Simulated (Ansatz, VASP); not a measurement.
**C in VASP and in Ansatz**

Contents of INCAR:

```
  ALGO = Normal
  EDIFF = 1E-6
  ENCUT = 520
  GGA = PE
  ISIF = 2
  ISMEAR = -1
  LASPH = T
  LCHARG = F
  LREAL = F
  LWAVE = F
  NBANDS = 26
  NELM = 100
  PREC = Accurate
  SIGMA = 0.05
```

File KPOINTS:

```
k-points
0
Gamma
  12 12 4
```

Contents of POSCAR:

```
C
1.0
    2.5388031358      0.0000000000      0.0000000000
   -1.2694015679      2.1986680108      0.0000000000
    0.0000000000      0.0000000000      8.2916519209
C
8
Direct
    0.6666666667      0.3333333333      0.8437500000
    0.3333333333      0.6666666667      0.3437500000
    0.6666666667      0.3333333333      0.6562500000
    0.3333333333      0.6666666667      0.1562500000
    0.0000000000      0.0000000000      0.9062500000
    0.0000000000      0.0000000000      0.4062500000
    0.0000000000      0.0000000000      0.5937500000
    0.0000000000      0.0000000000      0.0937500000
```

File input.yaml:

```yaml
crystal:
  lattice:
    - [2.5388031358, 0.0, 0.0]
    - [-1.2694015679, 2.1986680108, 0.0]
    - [0.0, 0.0, 8.2916519209]
  atoms:
    - { symbol: C, position: [0.6666666667, 0.3333333333, 0.84375] }
    - { symbol: C, position: [0.3333333333, 0.6666666667, 0.34375] }
    - { symbol: C, position: [0.6666666667, 0.3333333333, 0.65625] }
    - { symbol: C, position: [0.3333333333, 0.6666666667, 0.15625] }
    - { symbol: C, position: [0.0, 0.0, 0.90625] }
    - { symbol: C, position: [0.0, 0.0, 0.40625] }
    - { symbol: C, position: [0.0, 0.0, 0.59375] }
    - { symbol: C, position: [0.0, 0.0, 0.09375] }
kpoints:
  mp_grid: { grid: [12, 12, 4] }
scf:
  occupations: { method: fermi_dirac, width: 0.05 }
hamiltonian:
  xc: pbe
  pseudopotentials: { kind: all_electron, lapw: { basis_error: 0.001 } }
output:
  forces: true
  stress: true
  eigenvalues: true
```

Change from the starting cell: volume scaled by 1.02.

Alike in both runs: task single point; functional PBE; k mesh 12 × 12 × 4; occupations fermi-dirac, width 0.05 eV; no spin polarisation.

```csv
,VASP,Ansatz
version,VASP 6.6.1,Ansatz 0.2.0
potentials or method,"VASP PAW PBE potentials, release 64 (C), cutoff 520 eV","all-electron LAPW, scalar-relativistic"
```

Ansatz gave:

| Property | Result |
| --- | --- |
| gap on the k mesh at the Fermi level (eV) | 4.37 |
| least direct gap on the mesh (eV) | 5.15 |
| pressure (GPa) | -6.2 |
| traceless stress, the component that is largest in VASP (GPa) | 7.78 |
| rms of the force components (eV/Å) | 0.180 |

What did VASP give for the same quantities?

gap on the k mesh at the Fermi level (eV): 4.37; least direct gap on the mesh (eV): 5.14; pressure (GPa): -5.6; traceless stress, the component that is largest in VASP (GPa): 7.78; rms of the force components (eV/Å): 0.181.

Atom by atom the forces differ by 0.000 eV/Å (rms over components). Ansatz ran all-electron here, and VASP with PAW potentials.
